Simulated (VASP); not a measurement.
# Hf (Cmcm) in VASP: further runs, part 3 of 4

VASP 6.6.1. Earlier steps stand in the parts before.

### 4 Single point, PBEsol

INCAR reads:

```
PREC = Accurate
ENCUT = 520
EDIFF = 1E-7
ISMEAR = 0
SIGMA = 0.15
LREAL = F
LASPH = T
NELM = 60
ALGO = Fast
ISIF = 2
LWAVE = F
LCHARG = F
GGA = PS
NBANDS = 17
```

KPOINTS reads:

```
Automatic mesh
0
Gamma
  18 18 10
```

POSCAR reads:

```
Hf
1.0
    3.6343092743      0.0000000000      0.0000000000
   -1.8171546372      2.3263422028      0.0000000000
    0.0000000000      0.0000000000      4.9962244915
Hf
2
Direct
    0.3333333333      0.6666666667      0.2500000000
    0.6666666667      0.3333333333      0.7500000000
```

Potentials or basis: VASP PAW PBE potentials, release 64 (Hf_pv).

Run with:

```sh
$ cat potpaw_PBE.64/Hf_pv/POTCAR > POTCAR
$ mpirun -np 1 vasp_std > vasp.out
```

OUTCAR:

```text
PREC = Accurate
   ENCUT = 520
   EDIFF = 1E-7
   ISMEAR = 0
   LREAL = F
   LASPH = T
   NELM = 60
   ISIF = 2
   GGA = PS

 ion  position               nearest neighbor table
   1  0.333  0.667  0.250-   2 2.94   2 2.94   2 3.18   2 3.18   2 3.18   2 3.18
   2  0.667  0.333  0.750-   1 2.94   1 2.94   1 3.18   1 3.18   1 3.18   1 3.18

  Warning from LATTYP: Monoclinic adjustment (A1->A3, A2->A1, A3->A2)!
  LATTYP: Found a base centered orthorhombic cell.
 ALAT       =     3.6343092743
 B/A-ratio  =     1.2802114665
 C/A-ratio  =     1.3747383930

  Lattice vectors:

 A1 = (   1.8171546372,  -2.3263422028,   0.0000000000)
 A2 = (   1.8171546371,   2.3263422028,   0.0000000000)
 A3 = (   0.0000000000,   0.0000000000,   4.9962244915)

Analysis of symmetry for initial positions (statically):
=====================================================================
 Subroutine PRICEL returns:
 Original cell was already a primitive cell.

 Routine SETGRP: Setting up the symmetry group for a
 base centered orthorhombic supercell.

 Subroutine GETGRP returns: Found  8 space group operations
 (whereof  4 operations were pure point group operations)
 out of a pool of  8 trial point group operations.

The static configuration has the point symmetry C_2h.
 The point group associated with its full space group is D_2h.

Analysis of symmetry for dynamics (positions and initial velocities):
=====================================================================
 Subroutine PRICEL returns:
 Original cell was already a primitive cell.

 Routine SETGRP: Setting up the symmetry group for a
 base centered orthorhombic supercell.

 Subroutine GETGRP returns: Found  8 space group operations
 (whereof  4 operations were pure point group operations)
 out of a pool of  8 trial point group operations.

The dynamic configuration has the point symmetry C_2h.
 The point group associated with its full space group is D_2h.

 Subroutine INISYM returns: Found  8 space group operations
 (whereof  4 operations are pure point group operations),
 and found     1 'primitive' translations

----------------------------------------------------------------------------------------

                                     Primitive cell

  volume of cell :      42.2413

  direct lattice vectors                    reciprocal lattice vectors
     3.634309274  0.000000000  0.000000000     0.275155449  0.214929686  0.000000000
    -1.817154637  2.326342203  0.000000000     0.000000000  0.429859373  0.000000000
     0.000000000  0.000000000  4.996224491     0.000000000  0.000000000  0.200151134

  length of vectors
     3.634309274  2.951934793  4.996224491     0.349149382  0.429859373  0.200151134

  position of ions in fractional coordinates (direct lattice)
     0.333333333  0.666666667  0.250000000
     0.666666667  0.333333333  0.750000000

  ion indices of the primitive-cell ions
   primitive index   ion index
                 1           1
                 2           2

----------------------------------------------------------------------------------------

 KPOINTS: Automatic mesh

Automatic generation of k-mesh.
 Grid dimensions read from file:
 generate k-points for:   18   18   10

 Generating k-lattice:

  Cartesian coordinates                     Fractional coordinates (reciprocal lattice)
     0.015286414  0.011940538  0.000000000     0.055555556 -0.000000000  0.000000000
     0.000000000  0.023881076  0.000000000     0.000000000  0.055555556  0.000000000
     0.000000000  0.000000000  0.020015113     0.000000000  0.000000000  0.100000000

  Length of vectors
     0.019397188  0.023881076  0.020015113

  Shift w.r.t. Gamma in fractional coordinates (k-lattice)
     0.000000000  0.000000000  0.000000000

 Subroutine IBZKPT returns following result:
 ===========================================

 Found    546 irreducible k-points:

 Following reciprocal coordinates:
            Coordinates               Weight
  0.000000  0.000000  0.000000      1.000000
  0.055556 -0.000000  0.000000      4.000000
  0.111111 -0.000000  0.000000      4.000000
  0.166667 -0.000000  0.000000      4.000000
  0.222222  0.000000  0.000000      4.000000
  0.277778  0.000000  0.000000      4.000000
[... 16 lines left out ...]
 -0.333333  0.055556  0.000000      4.000000
 -0.277778  0.055556  0.000000      4.000000
 [... further k-points ...]
   k-points           NKPTS =    546   k-points in BZ     NKDIM =    546   number of bands    NBANDS=     17
   number of dos      NEDOS =    301   number of ions     NIONS =      2
   total plane-waves  NPLWV =  26880
   dimension x,y,z NGX =    28 NGY =   24 NGZ =   40
   dimension x,y,z NGXF=    56 NGYF=   48 NGZF=   80
   ions per type =               2
   NGX,Y,Z   is equivalent  to a cutoff of  12.81, 13.52, 13.31 a.u.
   NGXF,Y,Z  is equivalent  to a cutoff of  25.62, 27.03, 26.62 a.u.
 SYSTEM =  unknown system
   PREC   = accura    normal or accurate (medium, high low for compatibility)
   ISTART =      0    job   : 0-new  1-cont  2-samecut
   ICHARG =      2    charge: 1-file 2-atom 10-const
   ISPIN  =      1    spin polarized calculation?
   LNONCOLLINEAR =      F non collinear calculations
   LSORBIT =      F    spin-orbit coupling
   LASPH  =      T    aspherical Exc in radial PAW
   ENCUT  =  520.0 eV  38.22 Ry    6.18 a.u.   6.76  5.49  9.29*2*pi/ulx,y,z
   NELM   =     60;   NELMIN=  2; NELMDL= -5     # of ELM steps
   EDIFF  = 0.1E-06   stopping-criterion for ELM
   LREAL  =      F    real-space projection
   EDIFFG = 0.1E-05   stopping-criterion for IOM
   NSW    =      0    number of steps for IOM
   IBRION =     -1    ionic relax: 0-MD 1-quasi-New 2-CG
   NFREE  =      0    steps in history (QN), initial steepest desc. (CG)
   ISIF   =      2    stress and relaxation
   ISYM   =      2    0-nonsym 1-usesym 2-fastsym
   POTIM  = 0.5000    time-step for ionic-motion
   TEBEG  =    0.0;   TEEND  =   0.0 temperature during run
   PSTRESS=    0.0 pullay stress
   NELECT =      20.0000    total number of electrons
   NUPDOWN=      -1.0000    fix difference up-down
   EMIN   =  10.00;   EMAX   =-10.00  energy-range for DOS
   EFERMI =   0.00;   METHOD = LEGACY
   ISMEAR =     0;   SIGMA  =   0.15  broadening in eV -4-tet -1-fermi 0-gaus
   EFERMI_NEDOS =   21; number of points for ismear=-14 and -15
   IALGO  =     68    algorithm
   IMIX   =      4    mixing-type and parameters
     AMIX     =   0.40;   BMIX     =  1.00
     AMIX_MAG =   1.60;   BMIX_MAG =  1.00
  volume/ion in A,a.u.               =      21.12       142.53
  Fermi-wavevector in a.u.,A,eV,Ry     =   1.275966  2.411226 22.151491  1.628089
  Thomas-Fermi vector in A             =   2.408648
   LORBIT       =      0    0 simple, 1 ext, 2 COOP (PROOUT), +10 PAW based schemes
   GGA     = PS    functional components
   LHFCALC =     F    Hartree Fock is set to
   AEXX    =    0.0000 exact exchange contribution
   IVDW    =     0    specifies the selected vdW correction
   LEPSILON=     F    determine dielectric tensor
   LRPA    =     F    only Hartree local field effects (RPA)
 non-spin polarized calculation
 RMM-DIIS sequential band-by-band and
 Gauss-broadening in eV      SIGMA  =   0.15
  energy-cutoff  :      520.00
  volume of cell :       42.24
 maximum number of plane-waves:      1163
   NGX = 13   NGY = 11   NGZ = 19

 number of electron      20.0000000 magnetization

 Free energy of the ion-electron system (eV)
  ---------------------------------------------------
  ext. energy  EPLUGINS =         0.00000000
  ---------------------------------------------------
  free energy    TOTEN  =       -20.55163823 eV

  energy without entropy =      -20.53304766  energy(sigma->0) =      -20.54234295

 E-fermi :   4.8548     XC(G=0): -11.6353

 val. band max:        4.8537521649   @ k =   0.1667   0.3889   0.4000
 cond. band min:       4.8586251457   @ k =   0.3333   0.3333   0.2000
 fundamental gap:      0.0048729808
 Fermi energy:         4.8547611502

 k-point     1 :       0.0000    0.0000    0.0000
  band No.  band energies     occupation
      1     -25.8390      2.00000
      2     -24.9111      2.00000
      3     -24.8240      2.00000
      4     -24.7969      2.00000
      5     -24.7715      2.00000
      6     -24.6621      2.00000
[... 9 lines left out ...]
     16      10.1348      0.00000
     17      10.2074      0.00000
[... 441 lines left out ...]
 k-point    24 :      -0.2778    0.0556    0.0000
  band No.  band energies     occupation
      1     -25.6984      2.00000
      2     -25.2402      2.00000
      3     -25.1178      2.00000
      4     -24.8952      2.00000
      5     -24.8276      2.00000
      6     -24.7333      2.00000
[... 9 lines left out ...]
     16       9.9986      0.00000
     17      11.5142      0.00000

 [... further k-points ...]
[... 5 lines left out ...]
  --------------------------------------------------------------------------------------
  -------------------------------------------------------------------------------------
  Total       -0.5005530      3.4078119     -0.7479225     -0.0000000      0.0000000      0.0000000
  in kB      -18.9855525    129.2554210    -28.3680680     -0.0000000      0.0000000      0.0000000
  external PRESSURE =      27.3006002 kB  Pullay stress =       0.0000000 kB

 VOLUME and BASIS-vectors are now :
 -----------------------------------------------------------------------------
  energy-cutoff  :      520.00
  volume of cell :       42.24
      direct lattice vectors                 reciprocal lattice vectors
     3.634309274  0.000000000  0.000000000     0.275155449  0.214929686  0.000000000
    -1.817154637  2.326342203  0.000000000     0.000000000  0.429859373  0.000000000
     0.000000000  0.000000000  4.996224491     0.000000000  0.000000000  0.200151134

 POSITION                                       TOTAL-FORCE (eV/Angst)
 -----------------------------------------------------------------------------------
     -0.00000      1.55089      1.24906         0.000000     -0.903334      0.000000
      1.81715      0.77545      3.74717        -0.000000      0.903334      0.000000
 -----------------------------------------------------------------------------------
    total drift:                               -0.000000      0.000000     -0.000000

  FREE ENERGIE OF THE ION-ELECTRON SYSTEM (eV)
  ---------------------------------------------------
  free  energy   TOTEN  =       -20.5516382295 eV

  energy  without entropy=      -20.5330476623  energy(sigma->0) =      -20.54234295
```

OSZICAR:

```text
N       E                     dE             d eps       ncg     rms          rms(c)
DAV:   1     0.509176914634E+02    0.50918E+02   -0.11454E+04 18668   0.113E+03
DAV:   2    -0.193296879424E+02   -0.70247E+02   -0.68526E+02 24367   0.253E+02
DAV:   3    -0.211768024976E+02   -0.18471E+01   -0.18286E+01 23300   0.273E+01
DAV:   4    -0.211915465043E+02   -0.14744E-01   -0.14732E-01 23694   0.289E+00
DAV:   5    -0.211916786354E+02   -0.13213E-03   -0.13212E-03 23309   0.245E-01    0.620E+01
RMM:   6    -0.207150889993E+02    0.47659E+00   -0.38270E-01 18631   0.364E+00    0.369E+01
RMM:   7    -0.205591592720E+02    0.15593E+00   -0.81958E-01 20884   0.536E+00    0.189E+00
RMM:   8    -0.205507769565E+02    0.83823E-02   -0.76053E-02 19507   0.187E+00    0.202E-01
RMM:   9    -0.205515610614E+02   -0.78410E-03   -0.97592E-03 26890   0.640E-01    0.314E-01
RMM:  10    -0.205517145638E+02   -0.15350E-03   -0.14066E-03 26218   0.239E-01    0.467E-01
RMM:  11    -0.205517108720E+02    0.36918E-05   -0.17903E-04 27025   0.943E-02    0.429E-01
RMM:  12    -0.205516551381E+02    0.55734E-04   -0.52856E-05 21395   0.482E-02    0.297E-01
RMM:  13    -0.205516474200E+02    0.77181E-05   -0.10655E-05 22464   0.220E-02    0.224E-01
RMM:  14    -0.205516413111E+02    0.61090E-05   -0.63828E-06 22018   0.171E-02    0.136E-01
RMM:  15    -0.205516392034E+02    0.21077E-05   -0.39099E-06 21716   0.135E-02    0.957E-02
RMM:  16    -0.205516382942E+02    0.90913E-06   -0.18334E-06 21565   0.949E-03    0.401E-02
RMM:  17    -0.205516381861E+02    0.10809E-06   -0.16740E-06 20961   0.887E-03    0.797E-03
RMM:  18    -0.205516382295E+02   -0.43317E-07   -0.24820E-07 17820   0.381E-03
   1 F= -.20551638E+02 E0= -.20542343E+02  d E =-.185906E-01
```

stdout:

```text
POSCAR found type information on POSCAR Hf
 POSCAR found :  1 types and       2 ions
 scaLAPACK will be used
 -----------------------------------------------------------------------------
|                                                                             |
|                                                                             |
|     You enforced a specific xc type in the INCAR file but a different       |
|     I HOPE YOU KNOW WHAT YOU ARE DOING!                                     |
|                                                                             |
 -----------------------------------------------------------------------------

 LDA part: xc-table for (Slater+PW92), standard interpolation
 POSCAR, INCAR and KPOINTS ok, starting setup
 FFT: planning ... GRIDC
 FFT: planning ... GRID_SOFT
 FFT: planning ... GRID
 WAVECAR not read
 entering main loop
```

Run time: 3.4 min. Hardware: 1 thread of Intel Xeon 6975P-C (Granite Rapids), shared host; peak memory 0.43 GiB.

Results:

```
Free energy            : -20.5516 eV
Pressure               : 2.7 GPa
Largest force          : 0.903 eV/Å
Band gap on the k mesh : zero (bands 10 and 11 overlap by 1.10 eV)
```

Forces in eV/Å, atoms in the order of the input:
```
Hf   0.000 -0.903  0.000
Hf   0.000  0.903  0.000
```

Stress tensor (GPa, compression positive):
```
-1.90  0.00  0.00
 0.00 12.93  0.00
 0.00  0.00 -2.84
```

Levels at points of the mesh, in eV from the Fermi level:
```csv
k point,band 7,band 8,band 9,band 10,band 11,band 12,band 13,band 14
"(0.00, 0.00, 0.00)",-7.24,-3.58,-0.88,0.12,1.13,1.54,2.89,3.37
"(0.50, 0.00, 0.00)",-3.20,-2.29,-2.21,-0.70,0.54,1.34,3.01,4.33
"(0.00, 0.50, 0.00)",-3.00,-2.85,-1.88,-0.95,1.05,1.73,3.78,6.39
"(0.00, 0.00, 0.50)",-5.18,-5.18,-0.71,-0.71,0.19,0.19,4.02,4.02
"(0.50, 0.00, 0.50)",-3.41,-3.41,-0.75,-0.75,1.30,1.30,3.87,3.87
"(0.00, 0.50, 0.50)",-3.00,-3.00,-0.76,-0.76,1.16,1.16,3.15,3.15
```

Caveat: the cell differs from its parent crystal (strain +e along x and -e along y +0.1500, strain +e along z and -e/2 along x and y +0.0000); the stress differs along the axes, from -3 to 13 GPa; the PAW data sets were made with another functional, which shifts forces and pressure a little; spin-orbit coupling is left out, which moves the levels of the heavy elements.

[end of part 3 of 4]
